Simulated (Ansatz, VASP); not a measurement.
Mo: VASP beside Ansatz

File INCAR:

```
SYSTEM = Mo
PREC     = Accurate       ! precision mode
ENCUT    = 520            ! plane-wave cutoff, eV
EDIFF    = 1E-7           ! SCF threshold, eV
ISMEAR   = 0              ! smearing method
SIGMA    = 0.15           ! smearing width, eV
LREAL    = .FALSE.        ! projectors in reciprocal space
LASPH    = .TRUE.         ! aspherical terms in the spheres
NELM     = 60             ! most SCF steps
ALGO     = Normal         ! electronic algorithm
ISIF     = 2              ! what is computed and relaxed
LWAVE    = .FALSE.        ! write WAVECAR
LCHARG   = .TRUE.         ! write CHGCAR
GGA      = PS             ! functional
LELF     = .TRUE.         ! ELF
LVHAR    = .TRUE.       
NBANDS   = 13             ! bands
```

KPOINTS

```
Automatic mesh
0
G
  18 18 18
  0 0 0
```

Contents of POSCAR:

```
Mo
1.0
    2.5987348773      0.0000000000      0.0000000000
   -1.2993674387      2.2505704215      0.0000000000
    0.0000000000      0.0000000000      2.6190602175
Mo
1
Direct
    0.0000000000      0.0000000000      0.5000000000
```

Input for Ansatz:

```yaml
crystal:
  lattice:
    - [2.5987348773, 0.0, 0.0]
    - [-1.2993674387, 2.2505704215, 0.0]
    - [0.0, 0.0, 2.6190602175]
  atoms:
    - { symbol: Mo, position: [0.0, 0.0, 0.5] }
basis:
  ecutwfc: 420
kpoints:
  mp_grid: { grid: [18, 18, 18] }
hamiltonian:
  xc: pbesol
scf:
  occupations: { method: gaussian, width: 0.15 }
output:
  forces: true
  stress: true
  eigenvalues: true
```

Change from the starting cell: strain -0.050 along x and y, +0.025 along z, atoms carried along.

Alike in both runs: task single point; functional PBEsol; k mesh 18 × 18 × 18; occupations gaussian, width 0.15 eV; no spin polarisation.

|  | VASP | Ansatz |
| --- | --- | --- |
| version | VASP 6.6.1 | Ansatz 0.2.0 |
| potentials or method | VASP PAW PBE potentials, release 64 (Mo_sv), cutoff 520 eV | scalar-relativistic, plane waves, PAW |
| valence electrons in the cell | 14 | 14 |

VASP gave:

| Quantity | Value |
| --- | --- |
| gap on the k mesh at the Fermi level (eV) | none |
| pressure (GPa) | 18.7 |
| traceless stress, the component that is largest in VASP (GPa) | -25.17 |

**Question.** What did Ansatz give for the same quantities?

**Answer.** gap on the k mesh at the Fermi level (eV): none; pressure (GPa): 18.0; traceless stress, the component that is largest in VASP (GPa): -25.03.

VASP's potentials were made for PBE, not for PBEsol. A gap of «none» marks a metal or a gap that the smearing closes. The functional is the same, so the differences come from potentials, cutoffs and numerics.
